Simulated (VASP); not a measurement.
# BeC2 (P6_3/mmc) in VASP: notebook

The runs below take BeC2 through single point, with r2SCAN.

Everything below comes from runs of VASP 6.6.1. Logs are shortened: lines on timing, memory, paths and dates and some standing lists are left out, and cuts for length are marked.

### 1 The cell of the first run

Symmetry: P6_3/mmc, No. 194, hexagonal system. The conventional cell has a = 2.422 Å, b = 2.422 Å, c = 12.990 Å, α = 90.00°, β = 90.00°, γ = 120.00°. Be (site symmetry -6m2) has 6 Be at 2.42 Å and 2 C at 3.25 Å within 3.3 Å. C (site symmetry 3m) has 3 C at 1.40 Å within 1.9 Å.

### 2 Single point, r2SCAN

File POSCAR:

```
BeC2
1.0
    2.4218569033      0.0000000000      0.0000000000
   -1.2109284517      2.0973896026      0.0000000000
    0.0000000000      0.0000000000     12.9899091696
Be C
2 4
Direct
    0.3333333333      0.6666666667      0.2500000000
    0.6666666667      0.3333333333      0.7500000000
    0.3333333333      0.6666666667      0.5000260837
    0.6666666667      0.3333333333      0.0000260837
    0.3333333333      0.6666666667      0.9999739163
    0.6666666667      0.3333333333      0.4999739163
```

File INCAR.step1:

```
PREC = Accurate
ENCUT = 520
ISMEAR = 0
SIGMA = 0.1
LREAL = False
LASPH = True
NELM = 100
NBANDS = 19
GGA = PE
ALGO = Normal
EDIFF = 1E-4
LWAVE = True
LCHARG = False
```

File INCAR.step2:

```
PREC = Accurate
ENCUT = 520
EDIFF = 1E-6
ISMEAR = 0
SIGMA = 0.1
LREAL = False
LASPH = True
NELM = 100
ALGO = Normal
ISIF = 2
LWAVE = False
LCHARG = True
METAGGA = R2SCAN
LMIXTAU = True
LELF = True
LVHAR = True
NBANDS = 19
ISTART = 1
```

File KPOINTS:

```
Automatic mesh
0
Gamma
  12 12 2
```

Potentials or basis: VASP PAW PBE potentials, release 64 (Be, C).

On the command line:

```bash
$ cat potpaw_PBE.64/Be/POTCAR potpaw_PBE.64/C/POTCAR > POTCAR
$ cp INCAR.step1 INCAR
$ mpirun -np 1 vasp_std > vasp.out
$ cp INCAR.step2 INCAR
$ mpirun -np 1 vasp_std > vasp.out
```

OUTCAR:

```text
PREC = Accurate
   ENCUT = 520
   EDIFF = 1E-6
   ISMEAR = 0
   LREAL = False
   LASPH = True
   NELM = 100
   ISIF = 2
   METAGGA = R2SCAN
   ISTART = 1

 ion  position               nearest neighbor table
   1  0.333  0.667  0.250-
   2  0.667  0.333  0.750-
   3  0.333  0.667  0.500-   6 1.40   6 1.40   6 1.40
   4  0.667  0.333  0.000-   5 1.40   5 1.40   5 1.40
   5  0.333  0.667  1.000-   4 1.40   4 1.40   4 1.40
   6  0.667  0.333  0.500-   3 1.40   3 1.40   3 1.40

  LATTYP: Found a hexagonal cell.
 ALAT       =     2.4218569033
 C/A-ratio  =     5.3636154770

  Lattice vectors:

 A1 = (   2.4218569033,   0.0000000000,   0.0000000000)
 A2 = (  -1.2109284517,   2.0973896026,   0.0000000000)
 A3 = (   0.0000000000,   0.0000000000,  12.9899091696)

Analysis of symmetry for initial positions (statically):
=====================================================================
 Subroutine PRICEL returns:
 Original cell was already a primitive cell.

 Routine SETGRP: Setting up the symmetry group for a
 hexagonal supercell.

 Subroutine GETGRP returns: Found 24 space group operations
 (whereof 12 operations were pure point group operations)
 out of a pool of 24 trial point group operations.

The static configuration has the point symmetry D_3d.
 The point group associated with its full space group is D_6h.

Analysis of symmetry for dynamics (positions and initial velocities):
=====================================================================
 Subroutine PRICEL returns:
 Original cell was already a primitive cell.

 Routine SETGRP: Setting up the symmetry group for a
 hexagonal supercell.

 Subroutine GETGRP returns: Found 24 space group operations
 (whereof 12 operations were pure point group operations)
 out of a pool of 24 trial point group operations.

The dynamic configuration has the point symmetry D_3d.
 The point group associated with its full space group is D_6h.

 Subroutine INISYM returns: Found 24 space group operations
 (whereof 12 operations are pure point group operations),
 and found     1 'primitive' translations

----------------------------------------------------------------------------------------

                                     Primitive cell

  volume of cell :      65.9833

  direct lattice vectors                    reciprocal lattice vectors
     2.421856903  0.000000000  0.000000000     0.412906311  0.238391570  0.000000000
    -1.210928452  2.097389603  0.000000000     0.000000000  0.476783140  0.000000000
     0.000000000  0.000000000 12.989909170     0.000000000  0.000000000  0.076982832

  length of vectors
     2.421856903  2.421856903 12.989909170     0.476783140  0.476783140  0.076982832

  position of ions in fractional coordinates (direct lattice)
     0.333333333  0.666666667  0.250000000
     0.666666667  0.333333333  0.750000000
     0.333333333  0.666666667  0.500026084
     0.666666667  0.333333333  0.000026084
     0.333333333  0.666666667  0.999973916
     0.666666667  0.333333333  0.499973916

  ion indices of the primitive-cell ions
   primitive index   ion index
                 1           1
                 2           2
                 3           3
                 4           4
                 5           5
                 6           6

----------------------------------------------------------------------------------------

 KPOINTS: Automatic mesh

Automatic generation of k-mesh.
 Grid dimensions read from file:
 generate k-points for:   12   12    2

 Generating k-lattice:

  Cartesian coordinates                     Fractional coordinates (reciprocal lattice)
     0.034408859  0.019865964  0.000000000     0.083333333 -0.000000000  0.000000000
     0.000000000  0.039731928  0.000000000     0.000000000  0.083333333  0.000000000
     0.000000000  0.000000000  0.038491416     0.000000000  0.000000000  0.500000000

  Length of vectors
     0.039731928  0.039731928  0.038491416

  Shift w.r.t. Gamma in fractional coordinates (k-lattice)
     0.000000000  0.000000000  0.000000000

 Subroutine IBZKPT returns following result:
 ===========================================

 Found     38 irreducible k-points:

 Following reciprocal coordinates:
            Coordinates               Weight
  0.000000  0.000000  0.000000      1.000000
  0.083333  0.000000  0.000000      6.000000
  0.166667  0.000000  0.000000      6.000000
  0.250000  0.000000  0.000000      6.000000
  0.333333  0.000000  0.000000      6.000000
  0.416667  0.000000  0.000000      6.000000
[... 16 lines left out ...]
  0.250000  0.000000  0.500000      6.000000
  0.333333  0.000000  0.500000      6.000000
 [... further k-points ...]
   k-points           NKPTS =     38   k-points in BZ     NKDIM =     38   number of bands    NBANDS=     19
   number of dos      NEDOS =    301   number of ions     NIONS =      6
   total plane-waves  NPLWV =  31752
   dimension x,y,z NGX =    18 NGY =   18 NGZ =   98
   dimension x,y,z NGXF=    36 NGYF=   36 NGZF=  196
   ions per type =               2   4
   NGX,Y,Z   is equivalent  to a cutoff of  12.36, 12.36, 12.54 a.u.
   NGXF,Y,Z  is equivalent  to a cutoff of  24.71, 24.71, 25.08 a.u.
 SYSTEM =  unknown system
   PREC   = accura    normal or accurate (medium, high low for compatibility)
   ISTART =      1    job   : 0-new  1-cont  2-samecut
   ICHARG =      0    charge: 1-file 2-atom 10-const
   ISPIN  =      1    spin polarized calculation?
   LNONCOLLINEAR =      F non collinear calculations
   LSORBIT =      F    spin-orbit coupling
   LASPH  =      T    aspherical Exc in radial PAW
   ENCUT  =  520.0 eV  38.22 Ry    6.18 a.u.   4.50  4.50 24.15*2*pi/ulx,y,z
   NELM   =    100;   NELMIN=  2; NELMDL=  0     # of ELM steps
   EDIFF  = 0.1E-05   stopping-criterion for ELM
   LREAL  =      F    real-space projection
   EDIFFG = 0.1E-04   stopping-criterion for IOM
   NSW    =      0    number of steps for IOM
   IBRION =     -1    ionic relax: 0-MD 1-quasi-New 2-CG
   NFREE  =      0    steps in history (QN), initial steepest desc. (CG)
   ISIF   =      2    stress and relaxation
   ISYM   =      2    0-nonsym 1-usesym 2-fastsym
   POTIM  = 0.5000    time-step for ionic-motion
   TEBEG  =    0.0;   TEEND  =   0.0 temperature during run
   PSTRESS=    0.0 pullay stress
   NELECT =      20.0000    total number of electrons
   NUPDOWN=      -1.0000    fix difference up-down
   EMIN   =  10.00;   EMAX   =-10.00  energy-range for DOS
   EFERMI =   0.00;   METHOD = LEGACY
   ISMEAR =     0;   SIGMA  =   0.10  broadening in eV -4-tet -1-fermi 0-gaus
   EFERMI_NEDOS =   21; number of points for ismear=-14 and -15
   IALGO  =     38    algorithm
   IMIX   =      4    mixing-type and parameters
     AMIX     =   0.40;   BMIX     =  1.00
     AMIX_MAG =   1.60;   BMIX_MAG =  1.00
  volume/ion in A,a.u.               =      11.00        74.21
  Fermi-wavevector in a.u.,A,eV,Ry     =   1.099698  2.078129 16.454023  1.209337
  Thomas-Fermi vector in A             =   2.236097
   LORBIT       =      0    0 simple, 1 ext, 2 COOP (PROOUT), +10 PAW based schemes
   METAGGA = R2SCAN    functional components
   LHFCALC =     F    Hartree Fock is set to
   AEXX    =    0.0000 exact exchange contribution
   IVDW    =     0    specifies the selected vdW correction
   LEPSILON=     F    determine dielectric tensor
   LRPA    =     F    only Hartree local field effects (RPA)
 non-spin polarized calculation
 Gauss-broadening in eV      SIGMA  =   0.10
  energy-cutoff  :      520.00
  volume of cell :       65.98
 maximum number of plane-waves:      1810
 NGX is ok and might be reduce to    18
   NGX =  9   NGY =  9   NGZ = 49

 number of electron      20.0000000 magnetization

 Free energy of the ion-electron system (eV)
  ---------------------------------------------------
  ext. energy  EPLUGINS =         0.00000000
  ---------------------------------------------------
  free energy    TOTEN  =       -46.18053103 eV

  energy without entropy =      -46.17446859  energy(sigma->0) =      -46.17749981

 E-fermi :   3.7365     XC(G=0):  -9.9093

 val. band max:        3.6889871741   @ k =   0.3333   0.2500   0.0000
 cond. band min:       3.7873287845   @ k =   0.3333   0.2500   0.5000
 fundamental gap:      0.0983416104
 Fermi energy:         3.7365443644

 k-point     1 :       0.0000    0.0000    0.0000
  band No.  band energies     occupation
      1     -17.9103      2.00000
      2     -17.9099      2.00000
      3      -5.5358      2.00000
      4      -5.3359      2.00000
      5      -2.8526      2.00000
      6      -2.2464      2.00000
[... 11 lines left out ...]
     18      13.8191      0.00000
     19      14.8024      0.00000

 k-point     2 :       0.0833    0.0000    0.0000
  band No.  band energies     occupation
      1     -17.7314      2.00000
      2     -17.7310      2.00000
      3      -5.3194      2.00000
      4      -5.1190      2.00000
      5      -2.6605      2.00000
      6      -2.0599      2.00000
[... 11 lines left out ...]
     18      13.9438      0.00000
     19      15.0223      0.00000

 k-point     3 :       0.1667    0.0000    0.0000
  band No.  band energies     occupation
      1     -17.1968      2.00000
      2     -17.1962      2.00000
      3      -4.6748      2.00000
      4      -4.4734      2.00000
      5      -2.4140      2.00000
      6      -2.4137      2.00000
[... 11 lines left out ...]
     18      14.2205      0.00000
     19      15.1405      0.00000

 k-point     4 :       0.2500    0.0000    0.0000
  band No.  band energies     occupation
      1     -16.3124      2.00000
      2     -16.3120      2.00000
      3      -4.7140      2.00000
      4      -4.7140      2.00000
      5      -3.6185      2.00000
      6      -3.4182      2.00000
[... 11 lines left out ...]
     18      13.3110      0.00000
     19      14.6843      0.00000

 k-point     5 :       0.3333    0.0000    0.0000
  band No.  band energies     occupation
      1     -15.0914      2.00000
      2     -15.0910      2.00000
      3      -7.1248      2.00000
      4      -7.1247      2.00000
      5      -2.9533      2.00000
      6      -2.9532      2.00000
[... 11 lines left out ...]
     18      11.8152      0.00000
     19      14.0361      0.00000

 k-point     6 :       0.4167    0.0000    0.0000
  band No.  band energies     occupation
      1     -13.5668      2.00000
      2     -13.5664      2.00000
      3      -9.4212      2.00000
      4      -9.4210      2.00000
      5      -3.4753      2.00000
      6      -3.4753      2.00000
[... 11 lines left out ...]
     18      11.5774      0.00000
     19      14.6966      0.00000

 k-point     7 :       0.5000    0.0000    0.0000
  band No.  band energies     occupation
      1     -12.1787      2.00000
      2     -12.1785      2.00000
      3     -11.0750      2.00000
      4     -11.0747      2.00000
      5      -3.6544      2.00000
      6      -3.6543      2.00000
[... 11 lines left out ...]
     18      11.4939      0.00000
     19      13.0587      0.00000

 k-point     8 :       0.0833    0.0833    0.0000
  band No.  band energies     occupation
      1     -17.3747      2.00000
      2     -17.3742      2.00000
      3      -4.8888      2.00000
      4      -4.6876      2.00000
      5      -2.2774      2.00000
      6      -1.7483      2.00000
[... 256 lines left out ...]
 k-point    20 :       0.0000    0.0000    0.5000
  band No.  band energies     occupation
      1     -17.9101      2.00000
      2     -17.9101      2.00000
      3      -5.4427      2.00000
      4      -5.4427      2.00000
      5      -2.5578      2.00000
      6      -2.5578      2.00000
[... 11 lines left out ...]
     18      12.3062      0.00000
     19      16.3462      0.00000

 k-point    21 :       0.0833    0.0000    0.5000
  band No.  band energies     occupation
      1     -17.7312      2.00000
      2     -17.7312      2.00000
      3      -5.2261      2.00000
      4      -5.2261      2.00000
      5      -2.3680      2.00000
      6      -2.3680      2.00000
[... 11 lines left out ...]
     18      13.0839      0.00000
     19      15.6646      0.00000

 k-point    22 :       0.1667    0.0000    0.5000
  band No.  band energies     occupation
      1     -17.1965      2.00000
      2     -17.1965      2.00000
      3      -4.5812      2.00000
      4      -4.5812      2.00000
      5      -2.4138      2.00000
      6      -2.4138      2.00000
[... 11 lines left out ...]
     18      13.8555      0.00000
     19      15.1408      0.00000

 k-point    23 :       0.2500    0.0000    0.5000
  band No.  band energies     occupation
      1     -16.3121      2.00000
      2     -16.3121      2.00000
      3      -4.7140      2.00000
      4      -4.7140      2.00000
      5      -3.5255      2.00000
      6      -3.5255      2.00000
[... 11 lines left out ...]
     18      12.5928      0.00000
     19      14.8953      0.00000

 k-point    24 :       0.3333    0.0000    0.5000
  band No.  band energies     occupation
      1     -15.0912      2.00000
      2     -15.0912      2.00000
      3      -7.1247      2.00000
      4      -7.1247      2.00000
      5      -2.9532      2.00000
      6      -2.9532      2.00000
[... 11 lines left out ...]
     18      11.8117      0.00000
     19      15.0149      0.00000

 [... further k-points ...]
[... 5 lines left out ...]
  --------------------------------------------------------------------------------------
  -------------------------------------------------------------------------------------
  Total        0.3022382      0.3022382      0.0795712     -0.0000000     -0.0000000      0.0000000
  in kB        7.3388195      7.3388195      1.9321133     -0.0000000     -0.0000000      0.0000000
  external PRESSURE =       5.5365841 kB  Pullay stress =       0.0000000 kB

 VOLUME and BASIS-vectors are now :
 -----------------------------------------------------------------------------
  energy-cutoff  :      520.00
  volume of cell :       65.98
      direct lattice vectors                 reciprocal lattice vectors
     2.421856903  0.000000000  0.000000000     0.412906311  0.238391570  0.000000000
    -1.210928452  2.097389603  0.000000000     0.000000000  0.476783140  0.000000000
     0.000000000  0.000000000 12.989909170     0.000000000  0.000000000  0.076982832

 POSITION                                       TOTAL-FORCE (eV/Angst)
 -----------------------------------------------------------------------------------
     -0.00000      1.39826      3.24748         0.000000      0.000000     -0.000000
      1.21093      0.69913      9.74243         0.000000      0.000000     -0.000000
     -0.00000      1.39826      6.49529         0.000000     -0.000000      0.005468
      1.21093      0.69913      0.00034        -0.000000     -0.000000      0.005468
     -0.00000      1.39826     12.98957         0.000000     -0.000000     -0.005468
      1.21093      0.69913      6.49462        -0.000000      0.000000     -0.005468
 -----------------------------------------------------------------------------------
    total drift:                               -0.000000      0.000000      0.000000

  FREE ENERGIE OF THE ION-ELECTRON SYSTEM (eV)
  ---------------------------------------------------
  free  energy   TOTEN  =       -46.1805310340 eV

  energy  without entropy=      -46.1744685889  energy(sigma->0) =      -46.17749981
```

Wall time 4.3 min (1 thread of Intel Xeon 8259CL, shared host); peak memory 0.19 GiB.

What came out:

| Item | Value |
| --- | --- |
| Free energy | -46.1805 eV |
| Pressure | 0.6 GPa |
| Largest force | 0.005 eV/Å |
| Band gap on the k mesh | zero (bands 10 and 11 overlap by 1.26 eV) |

Forces on the atoms (eV/Å):
```
Be   0.000  0.000  0.000
Be   0.000  0.000  0.000
C    0.000  0.000  0.005
C    0.000  0.000  0.005
C    0.000  0.000 -0.005
C    0.000  0.000 -0.005
```

Stress tensor (GPa, compression positive):
```
0.73 0.00 0.00
0.00 0.73 0.00
0.00 0.00 0.19
```

Caveat: the PAW data sets were made with another functional, which shifts forces and pressure a little.

### 3 Single point, r2SCAN

This run uses another cell than the first one, of 11.48 Å³/atom.

File POSCAR:

```
BeC2
1.0
    2.4215980410      0.0000000000      0.0000000000
   -1.2107990205      2.0971654212      0.0000000000
    0.0000000000      0.0000000000     13.5637753746
Be C
2 4
Direct
    0.3333333333      0.6666666667      0.2500000000
    0.6666666667      0.3333333333      0.7500000000
    0.3333333333      0.6666666667      0.5000109031
    0.6666666667      0.3333333333      0.0000109031
    0.3333333333      0.6666666667      0.9999890969
    0.6666666667      0.3333333333      0.4999890969
```

INCAR.step1 is that of step 2.

Edit INCAR.step2 of step 2 so:

```diff
@@ -11,7 +11,5 @@
 LWAVE = False
-LCHARG = True
+LCHARG = False
 METAGGA = R2SCAN
 LMIXTAU = True
-LELF = True
-LVHAR = True
 NBANDS = 19
```

File KPOINTS:

```
regular mesh
0
Gamma
  18 18 4
```

Potentials or basis: VASP PAW PBE potentials, release 64 (Be, C).

On the command line:

```bash
$ cat potpaw_PBE.64/Be/POTCAR potpaw_PBE.64/C/POTCAR > POTCAR
$ cp INCAR.step1 INCAR
$ mpirun -np 1 vasp_std > vasp.out
$ cp INCAR.step2 INCAR
$ mpirun -np 1 vasp_std > vasp.out
```

It took 9.2 min on 1 thread of Intel Xeon 8259CL, shared host; peak memory 0.27 GiB.

It converged, with:

| Property | Result |
| --- | --- |
| Free energy | -46.1966 eV |
| Pressure | 0.3 GPa |
| Band gap on the k mesh | zero (bands 10 and 11 overlap by 1.56 eV) |

Stress tensor (GPa, compression positive):
```
 0.45  0.00  0.00
 0.00  0.45  0.00
 0.00  0.00 -0.03
```

Levels at points of the mesh, in eV from the Fermi level:
| k point | band 6 | band 7 | band 8 | band 9 | band 10 | band 11 | band 12 | band 13 | band 14 | band 15 |
| --- | --- | --- | --- | --- | --- | --- | --- | --- | --- | --- |
| (0.00, 0.00, 0.00) | -5.93 | -3.54 | -3.54 | -3.54 | -3.54 | -0.99 | -0.01 | 5.86 | 8.67 | 8.67 |
| (0.50, 0.00, 0.00) | -7.30 | -3.06 | -3.03 | -1.06 | -0.92 | 1.32 | 1.48 | 3.37 | 3.41 | 6.54 |
| (0.00, 0.00, 0.50) | -6.15 | -3.54 | -3.54 | -3.54 | -3.54 | -0.53 | -0.53 | 7.01 | 7.01 | 8.67 |
| (0.50, 0.00, 0.50) | -7.30 | -3.04 | -3.04 | -0.99 | -0.99 | 1.41 | 1.41 | 3.38 | 3.38 | 6.71 |

Caveat: the PAW data sets were made with another functional, which shifts forces and pressure a little.
